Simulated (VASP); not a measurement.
**GaSb: single point with LDA**

Crystal: GaSb.

```
Ga Sb
1.0
    -2.82485    2.82485    1.61560
     2.82485   -2.82485    1.61560
     2.82485    2.82485   -1.61560
Ga Sb
1 1
Cartesian
  2.8249 0.0000 0.8078
  0.0000 0.0000 0.0000
```

```
Program                : VASP 6.6.1
Task                   : single point
Functional             : LDA
Potentials or basis    : VASP PAW LDA potentials, release 64 (Ga_d, Sb)
Cutoff                 : 520 eV
k mesh                 : 16 × 16 × 16
Occupations            : gaussian, width 0.15 eV
Spin                   : no spin polarisation
Dipole correction      : no
Further INCAR settings : ALGO = Normal; EDIFF = 1e-06; NBANDS = 16
```

| Property | Result |
| --- | --- |
| Pressure | -6.7 GPa |
| Band gap on the k mesh | zero (bands 9 and 10 overlap by 4.42 eV) |

Stress tensor (GPa, compression positive):
```
-6.94  0.00  0.00
 0.00 -6.94  0.00
 0.00  0.00 -6.26
```

Levels at points of the mesh, in eV from the Fermi level:
| k point | band 7 | band 8 | band 9 | band 10 | band 11 | band 12 |
| --- | --- | --- | --- | --- | --- | --- |
| (0.00, 0.00, 0.00) | -3.29 | -1.70 | -1.70 | 3.60 | 4.68 | 6.63 |
| (0.50, 0.00, 0.00) | -5.27 | -2.45 | -1.28 | -1.03 | 2.57 | 3.05 |
| (0.50, 0.50, 0.00) | -7.63 | -0.01 | 1.79 | 1.83 | 2.19 | 4.35 |
| (0.50, 0.50, 0.50) | -5.80 | -4.53 | -4.53 | 3.38 | 4.96 | 9.46 |

Wall time 2.6 min on 1 thread of Intel Xeon 8259CL, with other jobs on the host, peak memory 0.4 GiB.

Caveat: the cell stands under tension; spin-orbit coupling is left out, which moves the levels of the heavy elements.
